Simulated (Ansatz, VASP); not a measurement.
# AlGaN2 in VASP and in Ansatz

```
CELL_PARAMETERS angstrom
3.11521 0.00000 0.00000
0.00000 3.11521 0.00000
0.00000 0.00000 4.38394
ATOMIC_POSITIONS crystal
Al 0.50000 0.50000 0.50000
Ga 0.00000 0.00000 0.00000
N 0.50000 0.00000 0.74007
N 0.00000 0.50000 0.25993
```

Alike in both runs: functional LDA; k mesh 8 × 8 × 6; occupations gaussian, width 0.02 eV; no spin polarisation.

Ansatz relaxed the structure, and its values are those at the end. VASP's run is a single point on that final structure, the one shown.

|  | VASP | Ansatz |
| --- | --- | --- |
| version | VASP 6.6.1 | Ansatz 0.2.0 |
| potentials or method | VASP PAW LDA potentials, release 64 (Al, Ga_d, N), cutoff 520 eV | scalar-relativistic, plane waves, PAW |
| valence electrons in the cell | 26 | 26 |

|  | VASP | Ansatz | Ansatz less VASP |
| --- | --- | --- | --- |
| gap on the k mesh at the Fermi level (eV) | 3.07 | 3.06 | -0.008 |
| least direct gap on the mesh (eV) | 3.07 | 3.06 | -0.008 |
| pressure (GPa) | 0.9 | 0.0 | -0.91 |
| rms of the force components (eV/Å) | 0.014 | 0.000 | -0.0134 |

Ansatz warns that its potentials were made for another functional, while VASP's fit it. LDA's correlation is that of Perdew and Zunger in VASP and of Perdew and Wang (1992) in Ansatz.
